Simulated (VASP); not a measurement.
La2CdNiO5: single point with PBE

Crystal: La2CdNiO5.

```
CELL_PARAMETERS angstrom
0.00000 5.82022 0.00000
3.75685 0.00000 0.00000
1.87842 2.91011 -5.71474
ATOMIC_POSITIONS crystal
Cd 0.00000 0.00000 0.00000
La 0.70230 0.20230 0.59540
La 0.29770 0.79770 0.40460
Ni 0.50000 0.50000 0.00000
O 0.11200 0.35600 0.28800
O 0.60000 0.35600 0.28800
O 0.88800 0.64400 0.71200
O 0.40000 0.64400 0.71200
O 0.50000 0.00000 0.00000
```

| Item | Value |
| --- | --- |
| Program | VASP 6.6.1 |
| Task | single point |
| Functional | PBE |
| Potentials or basis | VASP PAW PBE potentials, release 64 (Cd, La, Ni, O) |
| Cutoff | 520 eV |
| k mesh | 5 × 5 × 5 |
| Occupations | fermi-dirac, width 0.064 eV |
| Spin | no spin polarisation |

```
Pressure               : 11.0 GPa
Largest force          : 1.135 eV/Å
Band gap on the k mesh : zero (bands 37 and 38 overlap by 1.00 eV)
```

Forces on the atoms (eV/Å):
```
Cd   0.000  0.000  0.000
La   0.000  0.000  0.363
La   0.000  0.000 -0.363
Ni   0.000  0.000  0.000
O    0.000  0.255  1.106
O    0.000 -0.255  1.106
O    0.000 -0.255 -1.106
O    0.000  0.255 -1.106
O    0.000  0.000  0.000
```

Stress tensor (GPa, compression positive):
```
10.59  0.00  0.00
 0.00 11.09  0.00
 0.00  0.00 11.41
```

Levels at points of the mesh, in eV from the Fermi level:
| k point | band 34 | band 35 | band 36 | band 37 | band 38 | band 39 | band 40 | band 41 |
| --- | --- | --- | --- | --- | --- | --- | --- | --- |
| (0.00, 0.00, 0.00) | -1.75 | -1.71 | -1.41 | -1.05 | -0.87 | -0.31 | 2.68 | 4.01 |

Run time: 5.8 min on 1 thread of Intel(R) Xeon(R) Platinum 8488C (Sapphire Rapids), on a shared host, peak memory 0.36 GiB.

Caveat: the cell stands under pressure; spin-orbit coupling is left out, which moves the levels of the heavy elements; the run has no spin polarisation, though such a crystal can be magnetic; semilocal functionals often make such compounds metallic where correlation or magnetic order opens a gap, which also shifts bond lengths; forces of over 1 eV/Å act on the atoms, so gaps and moduli don't describe the material at rest. With open d or f shells a metallic result of PBE can be an artefact of self-interaction; +U or a hybrid may open a gap.
